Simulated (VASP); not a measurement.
A run of VASP 6.6.1 is set up as follows.

The input INCAR:

```
  ALGO = Normal
  EDIFF = 1E-6
  ENCUT = 520
  GGA = PE
  ISIF = 2
  ISMEAR = -1
  LASPH = True
  LCHARG = False
  LREAL = False
  LWAVE = False
  NBANDS = 14
  NELM = 100
  PREC = Accurate
  SIGMA = 0.02
```

KPOINTS

```
k-points
0
Gamma
  8 8 8
```

POSCAR

```
NaF
1.0
    0.0000000000      2.4897486815      2.6035648747
    2.4897486815      0.0000000000      2.6035648747
    2.4897486815      2.4897486815      0.0000000000
Na F
1 1
Direct
    0.0000000000      0.0000000000      0.0000000000
    0.2500000000      0.2500000000      0.2500000000
```

Potentials or basis: VASP PAW PBE potentials, release 64 (Na_pv, F).

Launch:

```sh
$ cat potpaw_PBE.64/Na_pv/POTCAR potpaw_PBE.64/F/POTCAR > POTCAR
$ mpirun -np 1 vasp_std > vasp.out
```

Question: Estimate the band gap on the k mesh.

Answer: 5.61 eV (least direct gap 5.61 eV).

Question: What does it give for the pressure?

Answer: 2.1 GPa.

Stress tensor (GPa, compression positive):
```
2.15 0.00 0.00
0.00 2.15 0.00
0.00 0.00 2.00
```

Caveat: the cell differs from its parent crystal (epitaxial xy strain -1.6%); the structure was generated, so it needn't be the stable form of NaF. A k mesh can miss the band edges.
